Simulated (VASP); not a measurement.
Input of a VASP 6.6.1 run:

File INCAR:

```
SYSTEM = MgO
  PREC = Accurate
  ENCUT = 520
  EDIFF = 1E-6
  ISMEAR = 0
  SIGMA = 0.05
  LREAL = .FALSE.
  LASPH = .TRUE.
  NELM = 100
  ALGO = Normal
  ISIF = 2
  LWAVE = .FALSE.
  LCHARG = .TRUE.
  GGA = PS
  LELF = .TRUE.
  LVHAR = .TRUE.
  NBANDS = 11
```

The input KPOINTS:

```
regular mesh
0
G
  10 10 10
  0 0 0
```

The input POSCAR:

```
MgO
1.0
    0.0000000000      2.1351500000      2.1351500000
    2.1351500000      0.0000000000      2.1351500000
    2.1351500000      2.1351500000      0.0000000000
Mg O
1 1
Direct
    0.0292719481     -0.0292719481      0.0292719481
    0.5000000000      0.5000000000      0.5000000000
```

Potentials or basis: VASP PAW PBE potentials, release 64 (Mg, O).

Launch:

```console
$ cat potpaw_PBE.64/Mg/POTCAR potpaw_PBE.64/O/POTCAR > POTCAR
$ mpirun -np 1 vasp_std > vasp.out
```

Estimate the pressure.

-4.9 GPa.

Estimate the band gap on the k mesh.

4.25 eV, direct.

What does it give for the largest force?

0.618 eV/Å.

Stress tensor (GPa, compression positive):
```
-6.47  0.00  0.00
 0.00 -1.67  0.00
 0.00  0.00 -6.47
```

Caveat: the cell differs from its parent crystal (all Mg atoms moved +0.125 Å, as atom 1 along Cartesian [0 1 0]); the PAW data sets were made with another functional, which shifts forces and pressure a little.
